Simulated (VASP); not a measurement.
The system is In4SbAs3.

```xyz
8
Lattice="4.2898 0.0000 0.0000 0.0000 4.2898 6.0666 0.0000 -4.2898 6.0666" Properties=species:S:1:pos:R:3 pbc="T T T"
As    0.0000    0.0000    0.0000
As    2.1449   -2.1449    3.0333
As    2.1449    2.1449    3.0333
Sb    0.0000    0.0000    6.0666
In    2.1449    0.0000   10.6166
In    0.0000    2.1449    7.5833
In    0.0000   -2.1449    7.5833
In    2.1449    0.0000    4.5500
```

- Program: VASP 6.6.1
- Task: relaxation of cell and atoms
- Functional: PBE
- Potentials or basis: VASP PAW PBE potentials, release 64 (As, Sb, In_d)
- Cutoff: 600 eV
- k mesh: 6 × 4 × 4
- Occupations: fermi-dirac, width 0.02 eV
- Spin: no spin polarisation

At the start: pressure 7.2 GPa; volume 27.91 Å³/atom.

Problem. Where does the relaxation end?

Solution. Over 12 steps the energy falls by 91.3 meV/atom and the volume is 31.32 Å³/atom (+12.2 %); space group Amm2 (No. 38, to 0.1 Å) before and after.

The path:
| step | energy change (eV) | largest force (eV/Å) | pressure (GPa) | volume (Å³) |
| --- | --- | --- | --- | --- |
| 1 | 0.0000 | 1.4997 | 7.22 | 223.28 |
| 2 | -0.5922 | 0.3093 | -2.35 | 266.45 |
| 3 | -0.6874 | 0.5738 | -0.34 | 253.05 |
| 4 | -0.7174 | 0.3050 | -0.14 | 251.57 |
| 5 | -0.7290 | 0.0810 | 0.13 | 249.92 |
| 6 | -0.7303 | 0.0411 | -0.04 | 250.85 |
| 7 | -0.7303 | 0.0404 | -0.06 | 250.93 |
| 8 | -0.7306 | 0.0133 | -0.02 | 250.65 |
| 9 | -0.7307 | 0.0069 | -0.01 | 250.54 |
| 10 | -0.7307 | 0.0062 | 0.00 | 250.52 |
| 11 | -0.7307 | 0.0071 | 0.01 | 250.53 |
| 12 | -0.7307 | 0.0050 | -0.01 | 250.58 |

Final structure:
```
CELL_PARAMETERS angstrom
4.45781 0.00000 0.00000
0.00000 4.46060 6.30077
0.00000 -4.46060 6.30077
ATOMIC_POSITIONS crystal
As 0.00000 0.99989 0.99989
As 0.50000 0.99928 0.50057
As 0.50000 0.50057 0.99928
Sb 0.00000 0.50075 0.50075
In 0.50000 0.87573 0.87573
In 0.00000 0.88821 0.36973
In 0.00000 0.36973 0.88821
In 0.50000 0.36584 0.36584
```
